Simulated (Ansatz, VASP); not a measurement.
# Zr3O: VASP beside Ansatz

File INCAR:

```
  ALGO = Normal
  EDIFF = 1E-6
  ENCUT = 520
  GGA = PS
  ISIF = 2
  ISMEAR = 0
  LASPH = True
  LCHARG = False
  LREAL = False
  LWAVE = False
  NBANDS = 52
  NELM = 60
  PREC = Accurate
  SIGMA = 0.15
```

The input KPOINTS:

```
k-points
0
Gamma
  9 9 8
```

Contents of POSCAR:

```
Zr3O
1.0
    5.8497104291      0.0000000000      0.0000000000
   -2.9248552145      5.0659978364      0.0000000000
    0.0000000000      0.0000000000      4.6984874166
Zr O
6 2
Direct
    0.3193262124      0.0000000000      0.0000000000
    0.3193262124      0.3193262124      0.5000000000
    0.0000000000      0.3193262124      0.0000000000
    0.6806737876      0.0000000000      0.5000000000
    0.6806737876      0.6806737876      0.0000000000
    0.0000000000      0.6806737876      0.5000000000
    0.3333333333      0.6666666667      0.2500000000
    0.6666666667      0.3333333333      0.7500000000
```

Input for Ansatz:

```yaml
crystal:
  lattice:
    - [5.8497104291, 0.0, 0.0]
    - [-2.9248552145, 5.0659978364, 0.0]
    - [0.0, 0.0, 4.6984874166]
  atoms:
    - { symbol: Zr, position: [0.3193262124, 0.0, 0.0] }
    - { symbol: Zr, position: [0.3193262124, 0.3193262124, 0.5] }
    - { symbol: Zr, position: [0.0, 0.3193262124, 0.0] }
    - { symbol: Zr, position: [0.6806737876, 0.0, 0.5] }
    - { symbol: Zr, position: [0.6806737876, 0.6806737876, 0.0] }
    - { symbol: Zr, position: [0.0, 0.6806737876, 0.5] }
    - { symbol: O, position: [0.3333333333, 0.6666666667, 0.25] }
    - { symbol: O, position: [0.6666666667, 0.3333333333, 0.75] }
basis:
  ecutwfc: 520.0
kpoints:
  mp_grid: { grid: [9, 9, 8] }
hamiltonian:
  xc: pbesol
  pseudopotentials: { kind: paw, azcp: { folder: soft_1 } }
scf:
  occupations: { method: gaussian, width: 0.15 }
output:
  forces: true
  stress: true
  eigenvalues: true
```

Alike in both runs: task single point; functional PBEsol; k mesh 9 × 9 × 8; occupations gaussian, width 0.15 eV; no spin polarisation.

```csv
,VASP,Ansatz
version,VASP 6.6.1,Ansatz 0.2.0
potentials or method,"VASP PAW PBE potentials, release 64 (Zr_sv, O), cutoff 520 eV","scalar-relativistic, plane waves, PAW"
valence electrons in the cell,84,84
```

Ansatz gave:

| Quantity | Value |
| --- | --- |
| gap on the k mesh at the Fermi level (eV) | none |
| pressure (GPa) | -0.7 |
| traceless stress, the component that is largest in VASP (GPa) | 15.58 |
| rms of the force components (eV/Å) | 0.901 |

**Question.** Estimate VASP's values.

**Answer.** gap on the k mesh at the Fermi level (eV): none; pressure (GPa): -0.6; traceless stress, the component that is largest in VASP (GPa): 15.58; rms of the force components (eV/Å): 0.896.

VASP's potentials were made for PBE, not for PBEsol, and Ansatz warns of the same on its side. Atom by atom the forces differ by 0.004 eV/Å (rms over components). A gap of «none» marks a metal or a gap that the smearing closes.
